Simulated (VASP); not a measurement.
Wanted: the native input for a VASP 6.6.1 run.

```
Task                   : single point
Functional             : PBE
Potentials or basis    : VASP PAW PBE potentials, release 64 (Ga_d, Co)
Cutoff                 : 520 eV
k mesh                 : 6 × 6 × 4
Occupations            : gaussian, width 0.1 eV
Spin                   : collinear spin, ferromagnetic start
Starting moments       : [0.0, 3.0] μB
Dipole correction      : no
Further INCAR settings : ALGO = Normal; EDIFF = 1e-07; NBANDS = 22
```

The structure of GaCo lies in POSCAR:

```
GaCo
1.0
    2.6421439706     -0.0000000029      0.0000000000
   -1.3210719828      2.2881638005      0.0000000000
    0.0000000000      0.0000000000      4.8118424475
Ga Co
1 1
Direct
    0.0000000000      0.0000000000      0.0000000000
    0.0000000000      0.0000000000      0.5000000000
```

These files were run (other wordings do the same):

INCAR

```
SYSTEM = GaCo
  PREC = Accurate
  ENCUT = 520
  EDIFF = 1E-7
  ISMEAR = 0
  SIGMA = 0.1
  LREAL = .FALSE.
  LASPH = .TRUE.
  NELM = 150
  ALGO = Normal
  ISIF = 2
  LWAVE = .FALSE.
  LCHARG = .FALSE.
  ISPIN = 2
  MAGMOM = 0 3
  LORBIT = 11
  LMAXMIX = 4
  GGA = PE
  NBANDS = 22
```

KPOINTS

```
regular mesh
0
G
  6 6 4
  0 0 0
```

Potentials or basis: VASP PAW PBE potentials, release 64 (Ga_d, Co).

Command:

```console
$ cat potpaw_PBE.64/Ga_d/POTCAR potpaw_PBE.64/Co/POTCAR > POTCAR
$ mpirun -np 1 vasp_std > vasp.out
```

Results of the run:

```json
{
  "Pressure": "-0.2 GPa",
  "Net moment": "1.13 μB per cell",
  "Site moments": "Ga -0.06; Co +1.26 μB",
  "Valence electrons inside the program's atomic spheres": "Ga 11.73; Co 8.05"
}
```

Caveat: the k points lie up to 0.46 Å⁻¹ apart.

Run time: 55 s on 1 thread of AMD EPYC 7R43 64-Core Processor (Zen 3), on a shared host, peak memory 0.12 GiB.
